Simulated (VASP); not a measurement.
A run of VASP 6.6.1 is set up as follows.

INCAR

```
PREC     = Accurate       # precision mode
ENCUT    = 520            # plane-wave cutoff, eV
EDIFF    = 1E-6           # SCF threshold, eV
ISMEAR   = 0              # smearing method
SIGMA    = 0.1            # smearing width, eV
LREAL    = F              # projectors in reciprocal space
LASPH    = T              # aspherical terms in the spheres
NELM     = 100            # most SCF steps
ALGO     = Normal         # electronic algorithm
ISIF     = 2              # what is computed and relaxed
LWAVE    = F              # write WAVECAR
LCHARG   = F              # write CHGCAR
GGA      = PE             # functional
NBANDS   = 36             # bands
```

Contents of KPOINTS:

```
regular mesh
0
Gamma
  14 14 6
```

File POSCAR:

```
SnW
1.0
    3.2452394639      0.0000000000      0.0000000000
    0.0000000000      3.2452394639      0.0000000000
    0.0000000000      0.0000000000      8.2666006213
Sn W
2 2
Direct
    0.5000000000      0.0000000000      0.6859041759
    0.0000000000      0.5000000000      0.3140958241
    0.5000000000      0.0000000000      0.0803003337
    0.0000000000      0.5000000000      0.9196996663
```

Potentials or basis: VASP PAW PBE potentials, release 64 (Sn_d, W_sv).

Run with:

```console
$ cat potpaw_PBE.64/Sn_d/POTCAR potpaw_PBE.64/W_sv/POTCAR > POTCAR
$ mpirun -np 1 vasp_std > vasp.out
```

Task: Estimate the band gap on the k mesh.

Result: Zero (band 28 reaches 9.36 eV, above the bottom of band 29 at 8.59 eV).

Task: Estimate the largest force.

Result: 0.035 eV/Å.

Task: Estimate the pressure.

Result: 0.1 GPa.

Forces on the atoms (eV/Å):
```
Sn   0.000  0.000 -0.009
Sn   0.000  0.000  0.009
W    0.000  0.000  0.035
W    0.000  0.000 -0.035
```

Caveat: spin-orbit coupling is left out, which moves the levels of the heavy elements.
